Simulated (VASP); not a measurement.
# Ge (P-6m2) in VASP: further runs

The runs below take Ge through single point, with PBE.

All numbers are computed with VASP 6.6.1; they aren't measurements. Logs are shortened: lines on timing, memory, paths and dates and some standing lists are left out, and cuts for length are marked.

## 1. The cell of the first run

The structure is hexagonal, space group P-6m2 (No. 187). The conventional cell has a = 4.063 Å, b = 4.063 Å, c = 20.035 Å, α = 90.00°, β = 90.00°, γ = 120.00°. Ge (site symmetry 3m) has 4 Ge at 2.49 to 2.51 Å within 3.3 Å. Within 3.3 Å of Ge (site symmetry 3m) lie 4 Ge at 2.49 to 2.51 Å. Within 3.3 Å of Ge (site symmetry 3m) lie 4 Ge at 2.49 to 2.51 Å. Within 3.3 Å of Ge (site symmetry 3m) lie 4 Ge at 2.49 Å. Ge (site symmetry 3m) has 4 Ge at 2.49 Å within 3.3 Å. Ge (site symmetry 3m) has 4 Ge at 2.49 to 2.51 Å within 3.3 Å.

The cell was built from a structure type or drawn by symmetry, and may not be a known phase.

## 2. Single point, PBE

INCAR reads:

```
ALGO = Normal
EDIFF = 1E-7
ENCUT = 520
GGA = PE
ISIF = 2
ISMEAR = 0
LASPH = T
LCHARG = F
LREAL = F
LWAVE = F
NBANDS = 96
NELM = 60
PREC = Accurate
SIGMA = 0.01
```

KPOINTS reads:

```
k-points
0
Gamma
  12 12 2
```

POSCAR reads:

```
Ge
1.0
    4.0632249088     -0.0000000289      0.0000000000
   -2.0316124294      3.5188560068      0.0000000000
    0.0000000000      0.0000000000     20.0349342000
Ge
12
Direct
    0.0000000000      0.0000000000      0.6044340000
    0.0000000000      0.0000000000      0.2703420000
    0.6666666667      0.3333333333      0.4374820000
    0.6666666667      0.3333333333      0.7714220000
    0.6666666667      0.3333333333      0.1044770000
    0.3333333333      0.6666666667      0.9373020000
    0.0000000000      0.0000000000      0.3955660000
    0.0000000000      0.0000000000      0.7296580000
    0.6666666667      0.3333333333      0.2285780000
    0.6666666667      0.3333333333      0.5625180000
    0.6666666667      0.3333333333      0.8955230000
    0.3333333333      0.6666666667      0.0626980000
```

Potentials or basis: VASP PAW PBE potentials, release 64 (Ge_d).

Launch:

```console
cat potpaw_PBE.64/Ge_d/POTCAR > POTCAR
mpirun -np 1 vasp_std > vasp.out
```

OUTCAR:

```text
EDIFF = 1E-7
   ENCUT = 520
   GGA = PE
   ISIF = 2
   ISMEAR = 0
   LASPH = T
   LREAL = F
   NELM = 60
   PREC = Accurate

 ion  position               nearest neighbor table
   1  0.000  0.000  0.604-  10 2.49  10 2.49  10 2.49   8 2.51
   2  0.000  0.000  0.270-   9 2.49   9 2.49   9 2.49   7 2.51
   3  0.667  0.333  0.437-   7 2.49   7 2.49   7 2.49  10 2.51
   4  0.667  0.333  0.771-  11 2.49   8 2.49   8 2.49   8 2.49
   5  0.667  0.333  0.104-   9 2.49  12 2.49  12 2.49  12 2.49
   6  0.333  0.667  0.937-  11 2.49  11 2.49  11 2.49  12 2.51
   7  0.000  0.000  0.396-   3 2.49   3 2.49   3 2.49   2 2.51
   8  0.000  0.000  0.730-   4 2.49   4 2.49   4 2.49   1 2.51
   9  0.667  0.333  0.229-   5 2.49   2 2.49   2 2.49   2 2.49
  10  0.667  0.333  0.563-   1 2.49   1 2.49   1 2.49   3 2.51
  11  0.667  0.333  0.896-   4 2.49   6 2.49   6 2.49   6 2.49
  12  0.333  0.667  0.063-   5 2.49   5 2.49   5 2.49   6 2.51

  LATTYP: Found a hexagonal cell.
 ALAT       =     4.0632249088
 C/A-ratio  =     4.9307962640

  Lattice vectors:

 A1 = (   4.0632249088,  -0.0000000289,   0.0000000000)
 A2 = (  -2.0316124294,   3.5188560068,   0.0000000000)
 A3 = (   0.0000000000,   0.0000000000,  20.0349342000)

Analysis of symmetry for initial positions (statically):
=====================================================================
 Subroutine PRICEL returns:
 Original cell was already a primitive cell.

 Routine SETGRP: Setting up the symmetry group for a
 hexagonal supercell.

 Subroutine GETGRP returns: Found 12 space group operations
 (whereof 12 operations were pure point group operations)
 out of a pool of 24 trial point group operations.

The static configuration has the point symmetry D_3h.

Analysis of symmetry for dynamics (positions and initial velocities):
=====================================================================
 Subroutine PRICEL returns:
 Original cell was already a primitive cell.

 Routine SETGRP: Setting up the symmetry group for a
 hexagonal supercell.

 Subroutine GETGRP returns: Found 12 space group operations
 (whereof 12 operations were pure point group operations)
 out of a pool of 24 trial point group operations.

The dynamic configuration has the point symmetry D_3h.

 Subroutine INISYM returns: Found 12 space group operations
 (whereof 12 operations are pure point group operations),
 and found     1 'primitive' translations

----------------------------------------------------------------------------------------

                                     Primitive cell

  volume of cell :     286.4576

  direct lattice vectors                    reciprocal lattice vectors
     4.063224909 -0.000000029  0.000000000     0.246109932  0.142091633  0.000000000
    -2.031612429  3.518856007  0.000000000     0.000000002  0.284183269  0.000000000
     0.000000000  0.000000000 20.034934200     0.000000000  0.000000000  0.049912817

  length of vectors
     4.063224909  4.063224909 20.034934200     0.284183269  0.284183269  0.049912817

  position of ions in fractional coordinates (direct lattice)
     0.000000000  0.000000000  0.604434000
     0.000000000  0.000000000  0.270342000
     0.666666667  0.333333333  0.437482000
     0.666666667  0.333333333  0.771422000
     0.666666667  0.333333333  0.104477000
     0.333333333  0.666666667  0.937302000
     0.000000000  0.000000000  0.395566000
     0.000000000  0.000000000  0.729658000
     0.666666667  0.333333333  0.228578000
     0.666666667  0.333333333  0.562518000
     0.666666667  0.333333333  0.895523000
     0.333333333  0.666666667  0.062698000

  ion indices of the primitive-cell ions
   primitive index   ion index
                 1           1
                 2           2
                 3           3
                 4           4
                 5           5
                 6           6
                 7           7
                 8           8
                 9           9
                10          10
                11          11
                12          12

----------------------------------------------------------------------------------------

 KPOINTS: k-points

Automatic generation of k-mesh.
 Grid dimensions read from file:
 generate k-points for:   12   12    2

 Generating k-lattice:

  Cartesian coordinates                     Fractional coordinates (reciprocal lattice)
     0.020509161  0.011840969  0.000000000     0.083333333  0.000000000  0.000000000
     0.000000000  0.023681939  0.000000000     0.000000000  0.083333333  0.000000000
     0.000000000  0.000000000  0.024956408     0.000000000  0.000000000  0.500000000

  Length of vectors
     0.023681939  0.023681939  0.024956408

  Shift w.r.t. Gamma in fractional coordinates (k-lattice)
     0.000000000  0.000000000  0.000000000

 Subroutine IBZKPT returns following result:
 ===========================================

 Found     38 irreducible k-points:

 Following reciprocal coordinates:
            Coordinates               Weight
  0.000000  0.000000  0.000000      1.000000
  0.083333  0.000000  0.000000      6.000000
  0.166667  0.000000  0.000000      6.000000
  0.250000  0.000000  0.000000      6.000000
  0.333333  0.000000  0.000000      6.000000
  0.416667  0.000000  0.000000      6.000000
[... 16 lines left out ...]
  0.250000  0.000000  0.500000      6.000000
  0.333333  0.000000  0.500000      6.000000
 [... further k-points ...]
   k-points           NKPTS =     38   k-points in BZ     NKDIM =     38   number of bands    NBANDS=     96
   number of dos      NEDOS =    301   number of ions     NIONS =     12
   total plane-waves  NPLWV = 135000
   dimension x,y,z NGX =    30 NGY =   30 NGZ =  150
   dimension x,y,z NGXF=    60 NGYF=   60 NGZF=  300
   ions per type =              12
   NGX,Y,Z   is equivalent  to a cutoff of  12.27, 12.27, 12.45 a.u.
   NGXF,Y,Z  is equivalent  to a cutoff of  24.55, 24.55, 24.89 a.u.
 SYSTEM =  unknown system
   PREC   = accura    normal or accurate (medium, high low for compatibility)
   ISTART =      0    job   : 0-new  1-cont  2-samecut
   ICHARG =      2    charge: 1-file 2-atom 10-const
   ISPIN  =      1    spin polarized calculation?
   LNONCOLLINEAR =      F non collinear calculations
   LSORBIT =      F    spin-orbit coupling
   LASPH  =      T    aspherical Exc in radial PAW
   ENCUT  =  520.0 eV  38.22 Ry    6.18 a.u.   7.55  7.55 37.25*2*pi/ulx,y,z
   NELM   =     60;   NELMIN=  2; NELMDL= -5     # of ELM steps
   EDIFF  = 0.1E-06   stopping-criterion for ELM
   LREAL  =      F    real-space projection
   EDIFFG = 0.1E-05   stopping-criterion for IOM
   NSW    =      0    number of steps for IOM
   IBRION =     -1    ionic relax: 0-MD 1-quasi-New 2-CG
   NFREE  =      0    steps in history (QN), initial steepest desc. (CG)
   ISIF   =      2    stress and relaxation
   ISYM   =      2    0-nonsym 1-usesym 2-fastsym
   POTIM  = 0.5000    time-step for ionic-motion
   TEBEG  =    0.0;   TEEND  =   0.0 temperature during run
   PSTRESS=    0.0 pullay stress
   NELECT =     168.0000    total number of electrons
   NUPDOWN=      -1.0000    fix difference up-down
   EMIN   =  10.00;   EMAX   =-10.00  energy-range for DOS
   EFERMI =   0.00;   METHOD = LEGACY
   ISMEAR =     0;   SIGMA  =   0.01  broadening in eV -4-tet -1-fermi 0-gaus
   EFERMI_NEDOS =   21; number of points for ismear=-14 and -15
   IALGO  =     38    algorithm
   IMIX   =      4    mixing-type and parameters
     AMIX     =   0.40;   BMIX     =  1.00
     AMIX_MAG =   1.60;   BMIX_MAG =  1.00
  volume/ion in A,a.u.               =      23.87       161.09
  Fermi-wavevector in a.u.,A,eV,Ry     =   1.370328  2.589544 25.549000  1.877799
  Thomas-Fermi vector in A             =   2.496124
   LORBIT       =      0    0 simple, 1 ext, 2 COOP (PROOUT), +10 PAW based schemes
   GGA     = PE    functional components
   LHFCALC =     F    Hartree Fock is set to
   AEXX    =    0.0000 exact exchange contribution
   IVDW    =     0    specifies the selected vdW correction
   LEPSILON=     F    determine dielectric tensor
   LRPA    =     F    only Hartree local field effects (RPA)
 non-spin polarized calculation
 Gauss-broadening in eV      SIGMA  =   0.01
  energy-cutoff  :      520.00
  volume of cell :      286.46
 maximum number of plane-waves:      7778
   NGX = 15   NGY = 15   NGZ = 75

 number of electron     167.9999915 magnetization

 Free energy of the ion-electron system (eV)
  ---------------------------------------------------
  ext. energy  EPLUGINS =         0.00000000
  ---------------------------------------------------
  free energy    TOTEN  =       -54.08181692 eV

  energy without entropy =      -54.08173682  energy(sigma->0) =      -54.08177687

 E-fermi :   4.4630     XC(G=0):  -9.6728

 val. band max:        4.4565161418   @ k =   0.0000   0.0000   0.5000
 cond. band min:       4.5098360247   @ k =   0.0000   0.0000   0.5000
 fundamental gap:      0.0533198828
 Fermi energy:         4.4630489960

 k-point     1 :       0.0000    0.0000    0.0000
  band No.  band energies     occupation
      1     -20.2910      2.00000
      2     -20.2910      2.00000
      3     -20.2858      2.00000
      4     -20.2858      2.00000
      5     -20.2837      2.00000
      6     -20.2837      2.00000
[... 88 lines left out ...]
     95       7.4081      0.00000
     96       7.5032      0.00000

 k-point     2 :       0.0833    0.0000    0.0000
  band No.  band energies     occupation
      1     -20.2957      2.00000
      2     -20.2925      2.00000
      3     -20.2897      2.00000
      4     -20.2873      2.00000
      5     -20.2863      2.00000
      6     -20.2849      2.00000
[... 2167 lines left out ...]
     95       8.2164      0.00000
     96       8.3133      0.00000

 k-point    24 :       0.3333    0.0000    0.5000
  band No.  band energies     occupation
      1     -20.3099      2.00000
      2     -20.3047      2.00000
      3     -20.2993      2.00000
      4     -20.2961      2.00000
      5     -20.2918      2.00000
      6     -20.2896      2.00000
[... 88 lines left out ...]
     95       8.4556      0.00000
     96       8.4634      0.00000

 [... further k-points ...]

------------------------ aborting loop because EDIFF is reached ----------------------------------------

  FORCE on cell =-STRESS in cart. coord.  units (eV):
  Direction    XX          YY          ZZ          XY          YZ          ZX
  --------------------------------------------------------------------------------------
  -------------------------------------------------------------------------------------
  Total       -0.1344929     -0.1344929     -0.0626866      0.0000000     -0.0000000      0.0000000
  in kB       -0.7522281     -0.7522281     -0.3506108      0.0000000     -0.0000000      0.0000000
  external PRESSURE =      -0.6183557 kB  Pullay stress =       0.0000000 kB

 VOLUME and BASIS-vectors are now :
 -----------------------------------------------------------------------------
  energy-cutoff  :      520.00
  volume of cell :      286.46
      direct lattice vectors                 reciprocal lattice vectors
     4.063224909 -0.000000029  0.000000000     0.246109932  0.142091633  0.000000000
    -2.031612429  3.518856007  0.000000000     0.000000002  0.284183269  0.000000000
     0.000000000  0.000000000 20.034934200     0.000000000  0.000000000  0.049912817

 POSITION                                       TOTAL-FORCE (eV/Angst)
 -----------------------------------------------------------------------------------
      0.00000      0.00000     12.10980        -0.000000     -0.000000     -0.009036
      0.00000      0.00000      5.41628         0.000000     -0.000000     -0.004631
      2.03161      1.17295      8.76492        -0.000000      0.000000     -0.006829
      2.03161      1.17295     15.45539        -0.000000      0.000000     -0.003645
      2.03161      1.17295      2.09319        -0.000000      0.000000      0.001652
      0.00000      2.34590     18.77878         0.000000     -0.000000      0.001174
      0.00000      0.00000      7.92514        -0.000000      0.000000      0.009036
      0.00000      0.00000     14.61865        -0.000000      0.000000      0.004631
      2.03161      1.17295      4.57955        -0.000000      0.000000      0.003645
      2.03161      1.17295     11.27001        -0.000000      0.000000      0.006829
      2.03161      1.17295     17.94174        -0.000000      0.000000     -0.001652
      0.00000      2.34590      1.25615         0.000000     -0.000000     -0.001174
 -----------------------------------------------------------------------------------
    total drift:                               -0.000000      0.000000      0.000000

  FREE ENERGIE OF THE ION-ELECTRON SYSTEM (eV)
  ---------------------------------------------------
  free  energy   TOTEN  =       -54.0818169211 eV

  energy  without entropy=      -54.0817368240  energy(sigma->0) =      -54.08177687
```

It took 47 min on 1 thread of Intel Xeon 8259CL, shared host; peak memory 0.81 GiB.

What came out:

* Free energy: -54.0818 eV
* Pressure: -0.1 GPa
* Largest force: 0.009 eV/Å
* Band gap on the k mesh: zero (filled and empty bands touch)

Forces in eV/Å, atoms in the order of the input:
```
Ge   0.000  0.000 -0.009
Ge   0.000  0.000 -0.005
Ge   0.000  0.000 -0.007
Ge   0.000  0.000 -0.004
Ge   0.000  0.000  0.002
Ge   0.000  0.000  0.001
Ge   0.000  0.000  0.009
Ge   0.000  0.000  0.005
Ge   0.000  0.000  0.004
Ge   0.000  0.000  0.007
Ge   0.000  0.000 -0.002
Ge   0.000  0.000 -0.001
```

Caveat: semilocal functionals underestimate gaps, so a narrow gap can read as zero.

## 3. Single point, PBE

INCAR reads:

```
  PREC = Accurate
  ENCUT = 520
  EDIFF = 1E-6
  ISMEAR = 0
  SIGMA = 0.1
  LREAL = False
  LASPH = True
  NELM = 80
  ALGO = Normal
  ISIF = 2
  LWAVE = False
  LCHARG = False
  GGA = PE
  NBANDS = 96
```

KPOINTS reads:

```
regular mesh
0
Gamma
  12 12 2
```

POSCAR is that of step 2.

Potentials or basis: VASP PAW PBE potentials, release 64 (Ge_d).

Launch:

```console
cat potpaw_PBE.64/Ge_d/POTCAR > POTCAR
mpirun -np 1 vasp_std > vasp.out
```

Run time: 11 min. Hardware: 1 thread of Intel Xeon 6975P-C (Granite Rapids), shared host; peak memory 0.81 GiB.

Results (log left out):

```
Free energy            : -54.0830 eV
Pressure               : -0.1 GPa
Largest force          : 0.007 eV/Å
Band gap on the k mesh : zero (filled and empty bands touch)
```

Forces on the atoms (eV/Å):
```
Ge   0.000  0.000 -0.007
Ge   0.000  0.000 -0.006
Ge   0.000  0.000 -0.006
Ge   0.000  0.000 -0.004
Ge   0.000  0.000 -0.003
Ge   0.000  0.000 -0.002
Ge   0.000  0.000  0.007
Ge   0.000  0.000  0.006
Ge   0.000  0.000  0.004
Ge   0.000  0.000  0.006
Ge   0.000  0.000  0.003
Ge   0.000  0.000  0.002
```

Levels at points of the mesh, in eV from the Fermi level:
```tsv
k point	band 82	band 83	band 84	band 85	band 86	band 87
(0.00, 0.00, 0.00)	-0.41	-0.15	-0.08	0.07	0.07	0.14
(0.50, 0.00, 0.00)	-1.87	-1.87	-1.35	0.50	0.60	0.66
(0.00, 0.00, 0.50)	-0.11	-0.09	-0.06	-0.06	-0.01	0.43
(0.50, 0.00, 0.50)	-1.80	-1.51	-1.51	0.22	0.40	0.67
```

Caveat: semilocal functionals underestimate gaps, so a narrow gap can read as zero.
